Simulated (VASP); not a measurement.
Input of a VASP 6.6.1 run:

The input INCAR:

```
PREC = Accurate
ENCUT = 520
EDIFF = 1E-6
ISMEAR = 0
SIGMA = 0.1
LREAL = F
LASPH = T
NELM = 100
ALGO = Fast
ISIF = 2
LWAVE = F
LCHARG = F
NBANDS = 12
```

The input KPOINTS:

```
regular mesh
0
Gamma
  20 20 20
```

POSCAR

```
Cu
1.0
    0.0000000000      1.7763935166      1.7763935166
    1.7763935166      0.0000000000      1.7763935166
    1.7763935166      1.7763935166      0.0000000000
Cu
1
Direct
    0.0000000000      0.0000000000      0.0000000000
```

Potentials or basis: VASP PAW LDA potentials, release 64 (Cu).

Command:

```sh
$ cat potpaw_LDA.64/Cu/POTCAR > POTCAR
$ mpirun -np 1 vasp_std > vasp.out
```

Problem. Estimate the pressure.

Solution. -4.2 GPa.
